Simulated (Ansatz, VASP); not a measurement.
# NbSi: VASP beside Ansatz

```
Nb Si
1.0
     0.00000    2.57365    2.57365
     2.57365    0.00000    2.57365
     2.57365    2.57365    0.00000
Nb Si
1 1
Direct
  0.00000 0.00000 0.00000
  0.50000 0.50000 0.50000
```

Alike in both runs: functional PBE; k mesh 14 × 14 × 14; occupations fermi-dirac, width 0.05 eV; no spin polarisation.

Ansatz relaxed the structure, and its values are those at the end. VASP's run is a single point on that final structure, the one shown.

|  | VASP | Ansatz |
| --- | --- | --- |
| version | VASP 6.6.1 | Ansatz 0.2.0 |
| potentials or method | VASP PAW PBE potentials, release 64 (Nb_sv, Si) | PAW with Ansatz's default frozen-core files, scalar-relativistic |
| plane-wave cutoff (eV) | 520 | 420 |
| valence electrons in the cell | 17 | 17 |

```tsv
	VASP	Ansatz	Ansatz less VASP
pressure (GPa)	-0.2	0.0	+0.19
```

With one functional, cell and mesh, what is left measures potentials, basis and numerics.
